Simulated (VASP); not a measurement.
Here is a VASP 6.6.1 calculation.

Contents of POSCAR:

```
CaSe
1.0
    5.0055965804      0.0000000000      0.0000000000
   -2.5027982902      4.3349737997      0.0000000000
    0.0000000000      0.0000000000      5.8757325013
Ca Se
2 2
Direct
    0.3333333333      0.6666666667     -0.0624992791
    0.6666666667      0.3333333333      0.4375007209
    0.3333333333      0.6666666667      0.4374992791
    0.6666666667      0.3333333333      0.9374992791
```

Contents of INCAR.step1:

```
SYSTEM = CaSe
PREC = Accurate
ENCUT = 520
ISMEAR = 0
SIGMA = 0.01
LREAL = .FALSE.
LASPH = .TRUE.
NELM = 100
NBANDS = 24
GGA = PE
ALGO = Normal
EDIFF = 1E-4
LWAVE = .TRUE.
LCHARG = .FALSE.
```

File INCAR.step2:

```
SYSTEM = CaSe
PREC = Accurate
ENCUT = 520
EDIFF = 1E-7
ISMEAR = 0
SIGMA = 0.01
LREAL = .FALSE.
LASPH = .TRUE.
NELM = 100
ALGO = Normal
ISIF = 2
LWAVE = .FALSE.
LCHARG = .FALSE.
METAGGA = R2SCAN
LMIXTAU = .TRUE.
NBANDS = 24
ISTART = 1
```

File KPOINTS:

```
regular mesh
0
G
  6 6 4
  0 0 0
```

Potentials or basis: VASP PAW PBE potentials, release 64 (Ca_sv, Se).

The run is started by

```bash
$ cat potpaw_PBE.64/Ca_sv/POTCAR potpaw_PBE.64/Se/POTCAR > POTCAR
$ cp INCAR.step1 INCAR
$ mpirun -np 1 vasp_std > vasp.out
$ cp INCAR.step2 INCAR
$ mpirun -np 1 vasp_std > vasp.out
```

(1) What does it give for the pressure?

(2) Predict the band gap on the k mesh.

## Answers

(1) 0.2 GPa.

(2) 2.89 eV, indirect (least direct gap 3.04 eV).

Caveat: the PAW data sets were made with another functional, which shifts forces and pressure a little.
